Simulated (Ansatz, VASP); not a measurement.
## One calculation of GaAs, two programs

```
Ga As
1.0
     0.00000    2.66452    2.66452
     2.66452    0.00000    2.66452
     2.66452    2.66452    0.00000
Ga As
1 1
Direct
  0.00000 0.00000 0.00000
  0.50000 0.50000 0.50000
```

Alike in both runs: task single point; functional PBEsol; k mesh 6 × 6 × 6; occupations fermi-dirac, width 0.02 eV; collinear spin.

|  | VASP | Ansatz |
| --- | --- | --- |
| version | VASP 6.6.1 | Ansatz 0.2.0 |
| potentials or method | VASP PAW PBE potentials, release 64 (Ga_d, As) | plane waves |
| plane-wave cutoff (eV) | 520 | 420 |
| valence electrons in the cell | 18 | 28 |

|  | VASP | Ansatz | Ansatz less VASP |
| --- | --- | --- | --- |
| gap on the k mesh at the Fermi level (eV) | none | none | - |
| pressure (GPa) | -1.3 | -1.5 | -0.19 |
| net moment per atom (μB) | 0.00 | 0.00 | 0.000 |

VASP's potentials were made for PBE, not for PBEsol. A gap of «none» marks a metal or a gap that the smearing closes. VASP's potentials hold 18 valence electrons a cell and Ansatz's 28, so a difference there can come from the potentials and not from the codes. Ansatz's warnings: moment headroom below auto, seeded moment not kept.
